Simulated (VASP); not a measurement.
The system is NaI.

```xyz
2
Lattice="0.0000 3.3420 3.3420 3.3420 0.0000 3.3420 3.3420 3.3420 0.0000" Properties=species:S:1:pos:R:3 pbc="T T T"
Na    0.0000    0.0000    0.0000
I     1.6710    1.6710    1.6710
```

| Quantity | Value |
| --- | --- |
| Program | VASP 6.6.1 |
| Task | relaxation of cell and atoms |
| Functional | PBE |
| Potentials or basis | VASP PAW PBE potentials, release 64 (Na_pv, I) |
| Cutoff | 600 eV |
| k mesh | 6 × 6 × 6 |
| Occupations | fermi-dirac, width 0.02 eV |
| Spin | no spin polarisation |

At the start: pressure 3.6 GPa; volume 37.33 Å³/atom.

Problem. How do energy, volume and symmetry change on relaxing?

Solution. Over 5 steps the energy falls by 79.7 meV/atom and the volume is 46.07 Å³/atom (+23.4 %); space group F-43m (No. 216, to 0.05 Å).

Step by step:
```csv
step,energy change (eV),largest force (eV/Å),pressure (GPa),volume (Å³)
1,0.0000,0.0000,3.57,74.66
2,-0.1321,0.0000,1.19,84.01
3,-0.1579,0.0000,0.25,89.98
4,-0.1594,0.0000,0.03,91.77
5,-0.1594,0.0000,-0.02,92.13
```

Final structure:
```
Na I
1.0
     0.00000    3.58480    3.58480
     3.58480    0.00000    3.58480
     3.58480    3.58480    0.00000
Na I
1 1
Cartesian
  0.0000 0.0000 0.0000
  1.7924 1.7924 1.7924
```

Caveat: the volume moved by over 15 % at a fixed basis, so the end points are rough.
